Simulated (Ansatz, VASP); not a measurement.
**One calculation of Mo, two programs**

```
Mo
1.0
     0.00000    2.76083    2.76083
     2.76083    0.00000    2.76083
     2.76083    2.76083    0.00000
Mo
2
Direct
  0.12500 0.12500 0.12500
  0.87500 0.87500 0.87500
```

Alike in both runs: task relaxation of cell and atoms; functional revPBE; k mesh 10 × 10 × 10; occupations fermi-dirac, width 0.1 eV; no spin polarisation.

```csv
,VASP,Ansatz
version,VASP 6.6.1,Ansatz 0.2.0
potentials or method,"VASP PAW PBE potentials, release 64 (Mo_sv), cutoff 600 eV","plane waves (420 eV) with PAW, scalar-relativistic"
valence electrons in the cell,28,28
```

|  | VASP | Ansatz | Ansatz less VASP |
| --- | --- | --- | --- |
| relaxed volume (Å³/atom) | 23.44 | 23.37 | -0.078 |
| relaxed cell length with the largest relative difference (Å) | 4.048 | 4.043 | -0.0045 |

VASP's potentials were made for PBE, not for revPBE.
